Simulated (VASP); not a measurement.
Write the native input for VASP 6.6.1 that does the following.

```
Task                   : single point
Functional             : PBEsol
Potentials or basis    : VASP PAW PBE potentials, release 64 (Al, Cu)
Cutoff                 : 520 eV
k mesh                 : 14 × 14 × 14
Occupations            : gaussian, width 0.15 eV
Spin                   : no spin polarisation
Dipole correction      : no
Further INCAR settings : ALGO = Fast; EDIFF = 1e-06; NBANDS = 26
```

The structure of AlCu3 lies in POSCAR:

```
AlCu3
1.0
    0.0000000000      2.8834704780      2.8834704780
    2.8834704780      0.0000000000      2.8834704780
    2.8834704780      2.8834704780      0.0000000000
Al Cu
1 3
Direct
    0.0000000000      0.0000000000      0.0000000000
    0.5000000000      0.5000000000      0.5000000000
    0.2500000000      0.2500000000      0.2500000000
    0.7500000000      0.7500000000      0.7500000000
```

These files were run (other wordings do the same):

INCAR

```
ALGO = Fast ; EDIFF = 1E-6
ENCUT = 520 ; GGA = PS
ISIF = 2 ; ISMEAR = 0
LASPH = True ; LCHARG = True
LELF = True ; LREAL = False
LVHAR = True ; LWAVE = False
NBANDS = 26 ; NELM = 80
PREC = Accurate ; SIGMA = 0.15
```

KPOINTS

```
k-points
0
Gamma
  14 14 14
```

Potentials or basis: VASP PAW PBE potentials, release 64 (Al, Cu).

Command:

```console
$ cat potpaw_PBE.64/Al/POTCAR potpaw_PBE.64/Cu/POTCAR > POTCAR
$ mpirun -np 1 vasp_std > vasp.out
```

It gave:

```
Pressure               : 0.7 GPa
Band gap on the k mesh : zero (band 18 reaches 12.35 eV, above the bottom of band 19 at 6.48 eV)
```

Caveat: the PAW data sets were made with another functional, which shifts forces and pressure a little.

It took 2.1 min on 1 thread of Intel Xeon 6975P-C, on a shared host, peak memory 0.24 GiB.
